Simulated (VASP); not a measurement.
A run of VASP 6.6.1 is set up as follows.

Contents of POSCAR:

```
PtSe2
1.0
    4.0115580441      0.0000000000      0.0000000000
   -2.0057790221      3.4741111750      0.0000000000
    0.0000000000      0.0000000000      4.3622993604
Pt Se
1 2
Direct
    0.0000000000      0.0000000000      0.0000000000
    0.3333333333      0.6666666667      0.2500000000
    0.6666666667      0.3333333333      0.7500000000
```

Contents of INCAR.step1:

```
SYSTEM = PtSe2
PREC = Accurate ; ENCUT = 550
ISMEAR = 0 ; SIGMA = 0.15
LREAL = .False. ; LASPH = .True.
NELM = 120 ; NBANDS = 18
GGA = PE ; ALGO = Normal
EDIFF = 1E-5 ; LWAVE = .True.
LCHARG = .False. ; GGA_COMPAT = .False.
```

Contents of INCAR.step2:

```
SYSTEM = PtSe2
PREC = Accurate ; ENCUT = 550
EDIFF = 1E-6 ; ISMEAR = 0
SIGMA = 0.15 ; LREAL = .False.
LASPH = .True. ; NELM = 120
ALGO = Normal ; ISIF = 2
LWAVE = .False. ; LCHARG = .False.
METAGGA = R2SCAN ; LMIXTAU = .True.
NBANDS = 18 ; ISTART = 1
GGA_COMPAT = .False.
```

KPOINTS

```
Automatic mesh
0
Gamma
  18 18 10
  0 0 0
```

Potentials or basis: VASP PAW PBE potentials, release 64 (Pt, Se).

Launch:

```bash
$ cat potpaw_PBE.64/Pt/POTCAR potpaw_PBE.64/Se/POTCAR > POTCAR
$ cp INCAR.step1 INCAR
$ mpirun -np 1 vasp_std > vasp.out
$ cp INCAR.step2 INCAR
$ mpirun -np 1 vasp_std > vasp.out
```

Predict the pressure.

-2.3 GPa.

Estimate the largest force.

0.481 eV/Å.

Predict the band gap on the k mesh.

zero (bands 11 and 12 overlap by 1.04 eV).

Forces in eV/Å, atoms in the order of the input:
```
Pt   0.000  0.000  0.000
Se   0.000  0.000  0.481
Se   0.000  0.000 -0.481
```

Caveat: the PAW data sets were made with another functional, which shifts forces and pressure a little; spin-orbit coupling is left out, which moves the levels of the heavy elements.
